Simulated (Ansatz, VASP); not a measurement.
**One calculation of Nb4N, two programs**

Contents of INCAR:

```
SYSTEM = Nb4N
PREC     = Accurate       ! precision mode
ENCUT    = 520            ! plane-wave cutoff, eV
EDIFF    = 1E-6           ! SCF threshold, eV
ISMEAR   = 0              ! smearing method
SIGMA    = 0.1            ! smearing width, eV
LREAL    = .FALSE.        ! projectors in reciprocal space
LASPH    = .TRUE.         ! aspherical terms in the spheres
NELM     = 150            ! most SCF steps
ALGO     = Normal         ! electronic algorithm
ISIF     = 2              ! what is computed and relaxed
LWAVE    = .FALSE.        ! write WAVECAR
LCHARG   = .FALSE.        ! write CHGCAR
ISPIN    = 2              ! spin polarisation
MAGMOM   = 0 0 0 0 3      ! initial moments
LORBIT   = 11             ! projections on sites
LMAXMIX  = 4              ! l up to which the mixer works
LDIPOL   = .TRUE.       
IDIPOL   = 3            
DIPOL    = 0.5 0.5 0.348
GGA      = PE             ! functional
NBANDS   = 40             ! bands
```

File KPOINTS:

```
Automatic mesh
0
G
  8 8 1
  0 0 0
```

Contents of POSCAR:

```
Nb4N
1.0
    3.3111160015      0.0000000000      0.0000000000
    0.0000000000      3.3111160015      0.0000000000
    0.0000000000      0.0000000000     21.7993006655
Nb N
4 1
Direct
    0.5000000000      0.5000000000      0.1834921249
    0.0000000000      0.0000000000      0.2594375887
    0.5000000000      0.5000000000      0.3336918596
    0.0000000000      0.0000000000      0.4036505941
    0.2500000000      0.2500000000      0.5600776306
```

Input for Ansatz:

```yaml
crystal:
  lattice:
    - [3.3111160015, 0.0, 0.0]
    - [0.0, 3.3111160015, 0.0]
    - [0.0, 0.0, 21.7993006655]
  atoms:
    - { symbol: Nb, position: [0.5, 0.5, 0.1834921249] }
    - { symbol: Nb, position: [0.0, 0.0, 0.2594375887] }
    - { symbol: Nb, position: [0.5, 0.5, 0.3336918596] }
    - { symbol: Nb, position: [0.0, 0.0, 0.4036505941] }
    - { symbol: "N", position: [0.25, 0.25, 0.5600776306], spin: 3.0 }
basis:
  ecutwfc: 420
kpoints:
  mp_grid: { grid: [8, 8, 1] }
hamiltonian:
  xc: pbe
scf:
  occupations: { method: gaussian, width: 0.1 }
output:
  forces: true
  eigenvalues: true
  populations: true
magnetization:
  spin_polarized: true
efield:
  axis: 3
  dipole_correction: true
  ramp_width: 0.04
```

Alike in both runs: task single point; functional PBE; k mesh 8 × 8 × 1; occupations gaussian, width 0.1 eV; collinear spin.

|  | VASP | Ansatz |
| --- | --- | --- |
| version | VASP 6.6.1 | Ansatz 0.2.0 |
| potentials or method | VASP PAW PBE potentials, release 64 (Nb_sv, N), cutoff 520 eV | scalar-relativistic, plane waves, PAW |
| valence electrons in the cell | 57 | 57 |

Ansatz gave:

```
gap on the k mesh at the Fermi level (eV)                     : none
rms of the force components (eV/Å)                            : 0.300
net moment per atom (μB)                                      : 0.41
size of the moment on the site where the two differ most (μB) : 2.68
```

Task: Estimate VASP's values.

Result: gap on the k mesh at the Fermi level (eV): none; rms of the force components (eV/Å): 0.300; net moment per atom (μB): 0.42; size of the moment on the site where the two differ most (μB): 1.84.

Site moments also hang on the region over which each program counts them. Atom by atom the forces differ by 0.006 eV/Å (rms over components). A gap of «none» marks a metal or a gap that the smearing closes.
